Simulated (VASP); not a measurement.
# W (Im-3m) in VASP: notebook

W is run at these levels: b88 exchange, pbe correlation; tasks: single point.

All numbers are computed with VASP 6.6.1; they aren't measurements. Logs are shortened: lines on timing, memory, paths and dates and some standing lists are left out, and cuts for length are marked.

### 1 The cell of the first run

The structure is cubic, space group Im-3m (No. 229). Conventional cell: a = 3.165 Å, b = 3.165 Å, c = 3.165 Å, α = 90.00°, β = 90.00°, γ = 90.00°. Within 3.6 Å of W (site symmetry m-3m) lie 14 W at 2.74 to 3.16 Å.

### 2 Single point, b88 exchange, pbe correlation (15.85 Å³/atom)

File INCAR:

```
SYSTEM = W
PREC = Accurate ; ENCUT = 500
EDIFF = 1E-6 ; ISMEAR = 1
SIGMA = 0.01 ; LREAL = .False.
LASPH = .True. ; NELM = 120
ALGO = Normal ; ISIF = 2
LWAVE = .False. ; LCHARG = .False.
GGA = LIBXC ; LIBXC1 = GGA_X_B88
LIBXC2 = GGA_C_PBE ; NBANDS = 13
GGA_COMPAT = .False.
```

File KPOINTS:

```
regular mesh
0
Gamma
  12 12 12
  0 0 0
```

File POSCAR:

```
W
1.0
   -1.5823450000      1.5823450000      1.5823450000
    1.5823450000     -1.5823450000      1.5823450000
    1.5823450000      1.5823450000     -1.5823450000
W
1
Direct
    0.0000000000      0.0000000000      0.0000000000
```

Potentials or basis: VASP PAW PBE potentials, release 64 (W_sv).

The run is started by

```
> cat potpaw_PBE.64/W_sv/POTCAR > POTCAR
> mpirun -np 1 vasp_std > vasp.out
```

OUTCAR:

```text
SYSTEM = W
   PREC = Accurate
   ENCUT = 500
   EDIFF = 1E-6
   ISMEAR = 1
   LREAL = .False.
   LASPH = .True.
   NELM = 120
   ISIF = 2
   GGA = LIBXC

 ion  position               nearest neighbor table
   1  0.000  0.000  0.000-

  LATTYP: Found a body centered cubic cell.
 ALAT       =     3.1646900000

  Lattice vectors:

 A1 = (  -1.5823450000,   1.5823450000,   1.5823450000)
 A2 = (   1.5823450000,  -1.5823450000,   1.5823450000)
 A3 = (   1.5823450000,   1.5823450000,  -1.5823450000)

Analysis of symmetry for initial positions (statically):
=====================================================================
 Subroutine PRICEL returns:
 Original cell was already a primitive cell.

 Routine SETGRP: Setting up the symmetry group for a
 body centered cubic supercell.

 Subroutine GETGRP returns: Found 48 space group operations
 (whereof 48 operations were pure point group operations)
 out of a pool of 48 trial point group operations.

The static configuration has the point symmetry O_h .

Analysis of symmetry for dynamics (positions and initial velocities):
=====================================================================
 Subroutine PRICEL returns:
 Original cell was already a primitive cell.

 Routine SETGRP: Setting up the symmetry group for a
 body centered cubic supercell.

 Subroutine GETGRP returns: Found 48 space group operations
 (whereof 48 operations were pure point group operations)
 out of a pool of 48 trial point group operations.

The dynamic configuration has the point symmetry O_h .

 Subroutine INISYM returns: Found 48 space group operations
 (whereof 48 operations are pure point group operations),
 and found     1 'primitive' translations

----------------------------------------------------------------------------------------

                                     Primitive cell

  volume of cell :      15.8476

  direct lattice vectors                    reciprocal lattice vectors
    -1.582345000  1.582345000  1.582345000     0.000000000  0.315986716  0.315986716
     1.582345000 -1.582345000  1.582345000     0.315986716  0.000000000  0.315986716
     1.582345000  1.582345000 -1.582345000     0.315986716  0.315986716  0.000000000

  length of vectors
     2.740701935  2.740701935  2.740701935     0.446872699  0.446872699  0.446872699

  position of ions in fractional coordinates (direct lattice)
     0.000000000  0.000000000  0.000000000

  ion indices of the primitive-cell ions
   primitive index   ion index
                 1           1

----------------------------------------------------------------------------------------

 KPOINTS: regular mesh

Automatic generation of k-mesh.
 Grid dimensions read from file:
 generate k-points for:   12   12   12

 Generating k-lattice:

  Cartesian coordinates                     Fractional coordinates (reciprocal lattice)
     0.000000000  0.026332226  0.026332226     0.083333333  0.000000000  0.000000000
     0.026332226  0.000000000  0.026332226     0.000000000  0.083333333  0.000000000
     0.026332226  0.026332226  0.000000000     0.000000000  0.000000000  0.083333333

  Length of vectors
     0.037239392  0.037239392  0.037239392

  Shift w.r.t. Gamma in fractional coordinates (k-lattice)
     0.000000000  0.000000000  0.000000000

 Subroutine IBZKPT returns following result:
 ===========================================

 Found     72 irreducible k-points:

 Following reciprocal coordinates:
            Coordinates               Weight
  0.000000  0.000000  0.000000      1.000000
  0.083333  0.000000  0.000000     12.000000
  0.166667  0.000000  0.000000     12.000000
  0.250000  0.000000  0.000000     12.000000
  0.333333  0.000000  0.000000     12.000000
  0.416667  0.000000  0.000000     12.000000
[... 16 lines left out ...]
  0.333333  0.083333  0.083333     24.000000
  0.416667  0.083333  0.083333     12.000000
 [... further k-points ...]
   k-points           NKPTS =     72   k-points in BZ     NKDIM =     72   number of bands    NBANDS=     13
   number of dos      NEDOS =    301   number of ions     NIONS =      1
   total plane-waves  NPLWV =   8000
   dimension x,y,z NGX =    20 NGY =   20 NGZ =   20
   dimension x,y,z NGXF=    40 NGYF=   40 NGZF=   40
   ions per type =               1
   NGX,Y,Z   is equivalent  to a cutoff of  12.13, 12.13, 12.13 a.u.
   NGXF,Y,Z  is equivalent  to a cutoff of  24.26, 24.26, 24.26 a.u.
 SYSTEM =  W
   PREC   = accura    normal or accurate (medium, high low for compatibility)
   ISTART =      0    job   : 0-new  1-cont  2-samecut
   ICHARG =      2    charge: 1-file 2-atom 10-const
   ISPIN  =      1    spin polarized calculation?
   LNONCOLLINEAR =      F non collinear calculations
   LSORBIT =      F    spin-orbit coupling
   LASPH  =      T    aspherical Exc in radial PAW
   ENCUT  =  500.0 eV  36.75 Ry    6.06 a.u.   5.00  5.00  5.00*2*pi/ulx,y,z
   NELM   =    120;   NELMIN=  2; NELMDL= -5     # of ELM steps
   EDIFF  = 0.1E-05   stopping-criterion for ELM
   LREAL  =      F    real-space projection
   EDIFFG = 0.1E-04   stopping-criterion for IOM
   NSW    =      0    number of steps for IOM
   IBRION =     -1    ionic relax: 0-MD 1-quasi-New 2-CG
   NFREE  =      0    steps in history (QN), initial steepest desc. (CG)
   ISIF   =      2    stress and relaxation
   ISYM   =      2    0-nonsym 1-usesym 2-fastsym
   POTIM  = 0.5000    time-step for ionic-motion
   TEBEG  =    0.0;   TEEND  =   0.0 temperature during run
   PSTRESS=    0.0 pullay stress
   NELECT =      14.0000    total number of electrons
   NUPDOWN=      -1.0000    fix difference up-down
   EMIN   =  10.00;   EMAX   =-10.00  energy-range for DOS
   EFERMI =   0.00;   METHOD = LEGACY
   ISMEAR =     1;   SIGMA  =   0.01  broadening in eV -4-tet -1-fermi 0-gaus
   EFERMI_NEDOS =   21; number of points for ismear=-14 and -15
   IALGO  =     38    algorithm
   IMIX   =      4    mixing-type and parameters
     AMIX     =   0.40;   BMIX     =  1.00
     AMIX_MAG =   1.60;   BMIX_MAG =  1.00
  volume/ion in A,a.u.               =      15.85       106.94
  Fermi-wavevector in a.u.,A,eV,Ry     =   1.570832  2.968442 33.572544  2.467512
  Thomas-Fermi vector in A             =   2.672506
   LORBIT       =      0    0 simple, 1 ext, 2 COOP (PROOUT), +10 PAW based schemes
   GGA     = LIBXC    functional components
   LHFCALC =     F    Hartree Fock is set to
   AEXX    =    0.0000 exact exchange contribution
   IVDW    =     0    specifies the selected vdW correction
   LEPSILON=     F    determine dielectric tensor
   LRPA    =     F    only Hartree local field effects (RPA)
 non-spin polarized calculation
 Methfessel and Paxton  Order N= 1 SIGMA  =   0.01
  energy-cutoff  :      500.00
  volume of cell :       15.85
 maximum number of plane-waves:       420
   NGX =  9   NGY =  9   NGZ =  9

 number of electron      14.0000004 magnetization

 Free energy of the ion-electron system (eV)
  ---------------------------------------------------
  ext. energy  EPLUGINS =         0.00000000
  ---------------------------------------------------
  free energy    TOTEN  =       -12.79785287 eV

  energy without entropy =      -12.79776311  energy(sigma->0) =      -12.79782295

 E-fermi :  11.3041     XC(G=0): -13.6544

 val. band max:       11.3020813849   @ k =   0.4167   0.0833   0.0000
 cond. band min:      11.3083859586   @ k =  -0.1667   0.1667   0.0833
 fundamental gap:      0.0063045737
 Fermi energy:        11.3040742524

 k-point     1 :       0.0000    0.0000    0.0000
  band No.  band energies     occupation
      1     -62.8132      2.00000
      2     -26.3696      2.00000
      3     -26.3696      2.00000
      4     -26.3696      2.00000
      5       1.7905      2.00000
      6      10.1517      2.00000
      7      10.1517      2.00000
      8      10.1517      2.00000
      9      13.6472      0.00000
     10      13.6473      0.00000
     11      25.9679      0.00000
     12      25.9679      0.00000
     13      25.9679      0.00000

 k-point     2 :       0.0833    0.0000    0.0000
  band No.  band energies     occupation
      1     -62.8043      2.00000
      2     -26.4627      2.00000
      3     -26.3987      2.00000
      4     -26.3700      2.00000
      5       2.1241      2.00000
      6       9.9517      2.00000
      7      10.1006      2.00000
      8      10.4755      2.00000
      9      13.3467      0.00000
     10      13.6505      0.00000
     11      26.2436      0.00000
     12      26.5350      0.00000
     13      26.7605      0.00000

 k-point     3 :       0.1667    0.0000    0.0000
  band No.  band energies     occupation
      1     -62.7799      2.00000
      2     -26.7113      2.00000
      3     -26.4773      2.00000
      4     -26.3713      2.00000
      5       3.0359      2.00000
      6       9.4488      2.00000
      7       9.8516      2.00000
      8      11.4227     -0.00000
      9      12.9493      0.00000
     10      13.6930      0.00000
     11      26.7064      0.00000
     12      28.1305      0.00000
     13      28.2962      0.00000

 k-point     4 :       0.2500    0.0000    0.0000
  band No.  band energies     occupation
      1     -62.7464      2.00000
      2     -27.0387      2.00000
      3     -26.5831      2.00000
      4     -26.3730      2.00000
      5       4.2047      2.00000
      6       8.8426      2.00000
      7       9.5460      2.00000
      8      12.9146      0.00000
      9      13.0188      0.00000
     10      13.8347      0.00000
     11      26.2049      0.00000
     12      27.9625      0.00000
     13      30.5231      0.00000

 k-point     5 :       0.3333    0.0000    0.0000
  band No.  band energies     occupation
      1     -62.7128      2.00000
      2     -27.3532      2.00000
      3     -26.6869      2.00000
      4     -26.3748      2.00000
      5       5.0019      2.00000
      6       8.3058      2.00000
      7       9.9438      2.00000
      8      13.3872      0.00000
      9      14.0909      0.00000
     10      14.7831      0.00000
     11      24.7313      0.00000
     12      25.6293      0.00000
     13      32.5469      0.00000
[... 257 lines left out ...]
 k-point    22 :       0.2500    0.0833    0.0833
  band No.  band energies     occupation
      1     -62.7066      2.00000
      2     -27.3615      2.00000
      3     -26.6952      2.00000
      4     -26.4542      2.00000
      5       5.6712      2.00000
      6       8.1722      2.00000
      7       9.1181      2.00000
      8      13.5336      0.00000
      9      14.1595      0.00000
     10      16.1657      0.00000
     11      25.1394      0.00000
     12      25.3924      0.00000
     13      29.1489      0.00000

 k-point    23 :       0.3333    0.0833    0.0833
  band No.  band energies     occupation
      1     -62.6848      2.00000
      2     -27.5169      2.00000
      3     -26.8059      2.00000
      4     -26.4607      2.00000
      5       5.8339      2.00000
      6       7.8822      2.00000
      7      10.3447      2.00000
      8      13.7602      0.00000
      9      14.4367      0.00000
     10      17.9950      0.00000
     11      22.4635      0.00000
     12      24.1323      0.00000
     13      27.9863      0.00000

 k-point    24 :       0.4167    0.0833    0.0833
  band No.  band energies     occupation
      1     -62.6768      2.00000
      2     -27.5716      2.00000
      3     -26.8475      2.00000
      4     -26.4631      2.00000
      5       5.7982      2.00000
      6       7.7838      2.00000
      7      11.1585      2.00000
      8      13.7812      0.00000
      9      14.5495      0.00000
     10      18.8179      0.00000
     11      21.3149      0.00000
     12      23.6635      0.00000
     13      27.4549      0.00000

 [... further k-points ...]

------------------------ aborting loop because EDIFF is reached ----------------------------------------

  FORCE on cell =-STRESS in cart. coord.  units (eV):
  Direction    XX          YY          ZZ          XY          YZ          ZX
  --------------------------------------------------------------------------------------
  -------------------------------------------------------------------------------------
  Total        0.6031262      0.6031262      0.6031262      0.0000000      0.0000000     -0.0000000
  in kB       60.9754817     60.9754817     60.9754817      0.0000000      0.0000000     -0.0000000
  external PRESSURE =      60.9754817 kB  Pullay stress =       0.0000000 kB

 VOLUME and BASIS-vectors are now :
 -----------------------------------------------------------------------------
  energy-cutoff  :      500.00
  volume of cell :       15.85
      direct lattice vectors                 reciprocal lattice vectors
    -1.582345000  1.582345000  1.582345000     0.000000000  0.315986716  0.315986716
     1.582345000 -1.582345000  1.582345000     0.315986716  0.000000000  0.315986716
     1.582345000  1.582345000 -1.582345000     0.315986716  0.315986716  0.000000000

 POSITION                                       TOTAL-FORCE (eV/Angst)
 -----------------------------------------------------------------------------------
      0.00000      0.00000      0.00000        -0.000000     -0.000000     -0.000000
 -----------------------------------------------------------------------------------
    total drift:                                0.000000     -0.000000      0.000000

  FREE ENERGIE OF THE ION-ELECTRON SYSTEM (eV)
  ---------------------------------------------------
  free  energy   TOTEN  =       -12.7978528685 eV

  energy  without entropy=      -12.7977631066  energy(sigma->0) =      -12.79782295
```

Wall time 7.9 s (1 thread of Intel Xeon Platinum 8488C (Sapphire Rapids), shared host); peak memory 0.13 GiB.

What came out:

| Item | Value |
| --- | --- |
| Free energy | -12.7979 eV |
| Pressure | 6.1 GPa |
| Band gap on the k mesh | zero (bands 7 and 8 overlap by 6.39 eV) |

Caveat: the cell stands under pressure; the PAW data sets were made with another functional, which shifts forces and pressure a little; spin-orbit coupling is left out, which moves the levels of the heavy elements.

### 3 Single point, b88 exchange, pbe correlation (16.16 Å³/atom)

This run uses another cell than the first one, of 16.16 Å³/atom.

File INCAR:

```
ALGO = Normal ; EDIFF = 1E-6
ENCUT = 500 ; GGA = LIBXC
GGA_COMPAT = False ; ISIF = 2
ISMEAR = 1 ; LASPH = True
LCHARG = False ; LIBXC1 = GGA_X_B88
LIBXC2 = GGA_C_PBE ; LREAL = False
LWAVE = False ; NBANDS = 13
NELM = 120 ; PREC = Accurate
SIGMA = 0.01
```

File KPOINTS:

```
k-points
0
Gamma
  12 12 12
```

File POSCAR:

```
W
1.0
   -1.5928244114      1.5928244114      1.5928244114
    1.5928244114     -1.5928244114      1.5928244114
    1.5928244114      1.5928244114     -1.5928244114
W
1
Direct
    0.0000000000      0.0000000000      0.0000000000
```

Potentials or basis: VASP PAW PBE potentials, release 64 (W_sv).

The run is started by

```
> cat potpaw_PBE.64/W_sv/POTCAR > POTCAR
> mpirun -np 1 vasp_std > vasp.out
```

Wall time 7.6 s (1 thread of Intel Xeon Platinum 8488C (Sapphire Rapids), shared host); peak memory 0.13 GiB.

It converged, with:

```
Free energy            : -12.8040 eV
Pressure               : 0.2 GPa
Band gap on the k mesh : zero (bands 7 and 8 overlap by 6.21 eV)
```

Levels at points of the mesh, in eV from the Fermi level:
| k point | band 3 | band 4 | band 5 | band 6 | band 7 | band 8 | band 9 | band 10 | band 11 | band 12 |
| --- | --- | --- | --- | --- | --- | --- | --- | --- | --- | --- |
| (0.00, 0.00, 0.00) | -37.71 | -37.71 | -9.37 | -1.09 | -1.09 | -1.09 | 2.32 | 2.32 | 14.65 | 14.65 |
| (0.50, 0.00, 0.00) | -38.10 | -37.71 | -6.01 | -3.36 | 0.79 | 2.20 | 3.15 | 6.07 | 10.87 | 11.63 |
| (0.50, 0.50, 0.50) | -38.55 | -38.55 | -5.54 | -5.54 | 5.12 | 5.12 | 5.12 | 8.25 | 8.25 | 8.25 |

Caveat: the PAW data sets were made with another functional, which shifts forces and pressure a little; spin-orbit coupling is left out, which moves the levels of the heavy elements.

(Part 1 of 2 ends here.)
